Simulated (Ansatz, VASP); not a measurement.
# HfN in VASP and in Ansatz

```xyz
2
Lattice="0.0000 2.2514 2.2514 2.2514 0.0000 2.2514 2.2514 2.2514 0.0000" Properties=species:S:1:pos:R:3 pbc="T T T"
Hf    0.0000    0.0000    0.0000
N     2.2514    2.2514    2.2514
```

Change from the starting cell: volume scaled by 0.99, crystal datasets.

Alike in both runs: task electric field gradients; functional LDA; k mesh 10 × 10 × 10; occupations fermi-dirac, width 0.03 eV; no spin polarisation.

|  | VASP | Ansatz |
| --- | --- | --- |
| version | VASP 6.6.1 | Ansatz 0.2.0 |
| potentials or method | VASP PAW LDA potentials, release 64 (Hf_pv, N), cutoff 520 eV | all-electron PAW with datasets made for the crystal, scalar-relativistic |

```tsv
	VASP	Ansatz	Ansatz less VASP
pressure (GPa)	-7.9	-6.6	+1.34
```

LDA's correlation is that of Perdew and Zunger in VASP and of Perdew and Wang (1992) in Ansatz. Ansatz ran all-electron here, and VASP with PAW potentials.

Neither program's run includes spin-orbit coupling.
